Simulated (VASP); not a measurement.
# SiW: relaxation of cell and atoms with PBEsol

Crystal: SiW.

```xyz
2
Lattice="0.0000 2.7605 2.7605 2.7605 0.0000 2.7605 2.7605 2.7605 0.0000" Properties=species:S:1:pos:R:3 pbc="T T T"
W     0.0000    0.0000    0.0000
Si    1.3802    1.3802    1.3802
```

```json
{"Program": "VASP 6.6.1", "Task": "relaxation of cell and atoms", "Functional": "PBEsol", "Potentials or basis": "VASP PAW PBE potentials, release 64 (W_sv, Si)", "Cutoff": "600 eV", "k mesh": "14 × 14 × 14", "Occupations": "gaussian, width 0.1 eV", "Spin": "no spin polarisation", "Dipole correction": "no", "Further INCAR settings": "ALGO = Normal; EDIFF = 1e-06; IBRION = 2; EDIFFG = -0.01; NSW = 100; ISIF = 3"}
```

```
Relaxed volume                        : 21.12 Å³/atom
Relaxed cell                          : a = 3.909 Å, b = 3.909 Å, c = 3.909 Å, α = 60.00°, β = 60.00°, γ = 60.00°
Space group after relaxing (to 0.1 Å) : F-43m (No. 216)
Energy gained by relaxing             : 0.1 meV/atom
Ionic steps                           : 3
Pressure after relaxing               : 0.0 GPa
Band gap on the k mesh                : zero (bands 9 and 10 overlap by 0.70 eV)
```

The path:
```
step  energy change (eV)  largest force (eV/Å)  pressure (GPa)  volume (Å³)
   1              0.0000                0.0000            0.49        42.07
   2              0.0002                0.0000           -0.62        42.46
   3             -0.0003                0.0000            0.00        42.24
```

Final structure:
```
W Si
1.0
     0.00000    2.76415    2.76415
     2.76415    0.00000    2.76415
     2.76415    2.76415    0.00000
W Si
1 1
Direct
  0.00000 0.00000 0.00000
  0.25000 0.25000 0.25000
```

Levels at points of the mesh, in eV from the Fermi level:
```
           k point  band 6  band 7  band 8  band 9  band 10  band 11  band 12  band 13
(0.00, 0.00, 0.00)   -2.71   -2.71   -2.71   -0.08    -0.08     5.52     7.24     7.24
(0.50, 0.00, 0.00)   -3.68   -2.32   -2.32    0.46     0.46     0.58     4.65     4.65
(0.50, 0.50, 0.00)   -4.52   -1.14   -0.80   -0.80     0.40     0.99     1.97     1.97
```

It took 64 s on 1 thread of Intel(R) Xeon(R) 6975P-C (Granite Rapids), on a shared host, peak memory 0.22 GiB.

Caveat: the PAW data sets were made with another functional, which shifts forces and pressure a little; spin-orbit coupling is left out, which moves the levels of the heavy elements.
